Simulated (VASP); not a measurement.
# GaP4 (Cmmm) in VASP: further runs, part 2 of 2

VASP 6.6.1. The steps go on from the part before.

## (3) Single point, PBE

This run uses another cell than the first one, of 18.93 Å³/atom, 1.072 times its volume.

The input, INCAR:

```
ALGO = Normal ; EDIFF = 1E-7
ENCUT = 520 ; GGA = PE
ISIF = 2 ; ISMEAR = 0
LASPH = True ; LCHARG = False
LREAL = False ; LWAVE = False
NBANDS = 24 ; NELM = 80
PREC = Accurate ; SIGMA = 0.1
```

The input, KPOINTS:

```
k-points
0
Gamma
  4 4 4
```

The input, POSCAR:

```
GaP4
1.0
    2.2839163184     -3.5630901522      0.0000000000
    2.2839163184      3.5630901522      0.0000000000
    0.0000000000      0.0000000000      5.8162870112
Ga P
1 4
Direct
    0.5000000000      0.5000000000      0.0000000000
    0.8048563267      0.1951436733      0.6920164550
    0.1951436733      0.8048563267      0.6920164550
    0.1951436733      0.8048563267      0.3079835450
    0.8048563267      0.1951436733      0.3079835450
```

Potentials or basis: VASP PAW PBE potentials, release 64 (Ga_d, P).

On the command line:

```console
> cat potpaw_PBE.64/Ga_d/POTCAR potpaw_PBE.64/P/POTCAR > POTCAR
> mpirun -np 1 vasp_std > vasp.out
```

OUTCAR:

```text
EDIFF = 1E-7
   ENCUT = 520
   GGA = PE
   ISIF = 2
   ISMEAR = 0
   LASPH = True
   LREAL = False
   NELM = 80
   PREC = Accurate

 ion  position               nearest neighbor table
   1  0.500  0.500  0.000-   2 2.82   3 2.82   4 2.82   5 2.82
   2  0.805  0.195  0.692-   5 2.23   3 2.41   3 2.41   3 2.78   1 2.82
   3  0.195  0.805  0.692-   4 2.23   2 2.41   2 2.41   2 2.78   1 2.82
   4  0.195  0.805  0.308-   3 2.23   5 2.41   5 2.41   5 2.78   1 2.82
   5  0.805  0.195  0.308-   2 2.23   4 2.41   4 2.41   4 2.78   1 2.82

  LATTYP: Found a base centered orthorhombic cell.
 ALAT       =     4.5678326368
 B/A-ratio  =     1.5600791165
 C/A-ratio  =     1.2733143864

  Lattice vectors:

 A1 = (   2.2839163184,  -3.5630901522,   0.0000000000)
 A2 = (   2.2839163184,   3.5630901522,   0.0000000000)
 A3 = (   0.0000000000,   0.0000000000,   5.8162870112)

Analysis of symmetry for initial positions (statically):
=====================================================================
 Subroutine PRICEL returns:
 Original cell was already a primitive cell.

 Routine SETGRP: Setting up the symmetry group for a
 base centered orthorhombic supercell.

 Subroutine GETGRP returns: Found  8 space group operations
 (whereof  8 operations were pure point group operations)
 out of a pool of  8 trial point group operations.

The static configuration has the point symmetry D_2h.

Analysis of symmetry for dynamics (positions and initial velocities):
=====================================================================
 Subroutine PRICEL returns:
 Original cell was already a primitive cell.

 Routine SETGRP: Setting up the symmetry group for a
 base centered orthorhombic supercell.

[... 121 lines left out ...]
   ISMEAR =     0;   SIGMA  =   0.10  broadening in eV -4-tet -1-fermi 0-gaus
   EFERMI_NEDOS =   21; number of points for ismear=-14 and -15
   IALGO  =     38    algorithm
   IMIX   =      4    mixing-type and parameters
     AMIX     =   0.40;   BMIX     =  1.00
     AMIX_MAG =   1.60;   BMIX_MAG =  1.00
  volume/ion in A,a.u.               =      18.93       127.76
  Fermi-wavevector in a.u.,A,eV,Ry     =   1.152175  2.177295 18.061840  1.327508
  Thomas-Fermi vector in A             =   2.288828
   LORBIT       =      0    0 simple, 1 ext, 2 COOP (PROOUT), +10 PAW based schemes
   GGA     = PE    functional components
   LHFCALC =     F    Hartree Fock is set to
   AEXX    =    0.0000 exact exchange contribution
   IVDW    =     0    specifies the selected vdW correction
   LEPSILON=     F    determine dielectric tensor
   LRPA    =     F    only Hartree local field effects (RPA)
 non-spin polarized calculation
 Gauss-broadening in eV      SIGMA  =   0.10
  energy-cutoff  :      520.00
  volume of cell :       94.66
 maximum number of plane-waves:      2588
   NGX = 15   NGY = 15   NGZ = 21

 number of electron      33.0000010 magnetization

 Free energy of the ion-electron system (eV)
  ---------------------------------------------------
  ext. energy  EPLUGINS =         0.00000000
  ---------------------------------------------------
  free energy    TOTEN  =       -22.78687615 eV

  energy without entropy =      -22.77183905  energy(sigma->0) =      -22.77935760

 E-fermi :   6.2446     XC(G=0): -10.1586

 val. band max:        6.2195262526   @ k =  -0.2500   0.2500   0.5000
 cond. band min:       6.2637399809   @ k =   0.0000   0.0000   0.5000
 fundamental gap:      0.0442137283
 Fermi energy:         6.2445720404

 k-point     1 :       0.0000    0.0000    0.0000
  band No.  band energies     occupation
      1      -8.7004      2.00000
      2      -8.6016      2.00000
      3      -8.5983      2.00000
      4      -8.5824      2.00000
      5      -8.5598      2.00000
      6      -8.5344      2.00000
[... 556 lines left out ...]
     23      10.7681      0.00000
     24      11.2606      0.00000

------------------------ aborting loop because EDIFF is reached ----------------------------------------

  FORCE on cell =-STRESS in cart. coord.  units (eV):
  Direction    XX          YY          ZZ          XY          YZ          ZX
  --------------------------------------------------------------------------------------
  -------------------------------------------------------------------------------------
  Total       -0.2018921      0.2177388     -0.1167643      0.0000000      0.0000000      0.0000000
  in kB       -3.4170162      3.6852216     -1.9762309      0.0000000      0.0000000      0.0000000
  external PRESSURE =      -0.5693418 kB  Pullay stress =       0.0000000 kB

 VOLUME and BASIS-vectors are now :
 -----------------------------------------------------------------------------
  energy-cutoff  :      520.00
  volume of cell :       94.66
      direct lattice vectors                 reciprocal lattice vectors
     2.283916318 -3.563090152  0.000000000     0.218922207 -0.140327631  0.000000000
     2.283916318  3.563090152  0.000000000     0.218922207  0.140327631  0.000000000
     0.000000000  0.000000000  5.816287011     0.000000000  0.000000000  0.171930993

 POSITION                                       TOTAL-FORCE (eV/Angst)
 -----------------------------------------------------------------------------------
      2.28392      0.00000      0.00000         0.000000      0.000000      0.000000
      2.28392     -2.17246      4.02497        -0.000000      0.034774     -0.037863
      2.28392      2.17246      4.02497        -0.000000     -0.034774     -0.037863
      2.28392      2.17246      1.79132        -0.000000     -0.034774      0.037863
      2.28392     -2.17246      1.79132        -0.000000      0.034774      0.037863
 -----------------------------------------------------------------------------------
    total drift:                               -0.000000     -0.000000     -0.000000

  FREE ENERGIE OF THE ION-ELECTRON SYSTEM (eV)
  ---------------------------------------------------
  free  energy   TOTEN  =       -22.7868761536 eV

  energy  without entropy=      -22.7718390541  energy(sigma->0) =      -22.77935760
```

stdout:

```text
POSCAR found type information on POSCAR GaP
 POSCAR found :  2 types and       5 ions
 scaLAPACK will be used
 LDA part: xc-table for (Slater+PW92), standard interpolation
 POSCAR, INCAR and KPOINTS ok, starting setup
 FFT: planning ... GRIDC
 FFT: planning ... GRID_SOFT
 FFT: planning ... GRID
 WAVECAR not read
 entering main loop
```

Run time: 18 s. Hardware: 1 thread of Intel Xeon 6975P-C (Granite Rapids), shared host; peak memory 0.22 GiB.

What came out:

```yaml
Free_energy: -22.7869 eV
Pressure: -0.1 GPa
Largest_force: 0.051 eV/Å
```

Forces in eV/Å, atoms in the order of the input:
```
Ga   0.000  0.000  0.000
P    0.000  0.035 -0.038
P    0.000 -0.035 -0.038
P    0.000 -0.035  0.038
P    0.000  0.035  0.038
```

Stress tensor (GPa, compression positive):
```
-0.34  0.00  0.00
 0.00  0.37  0.00
 0.00  0.00 -0.20
```

Caveat: the k points lie up to 0.41 Å⁻¹ apart.
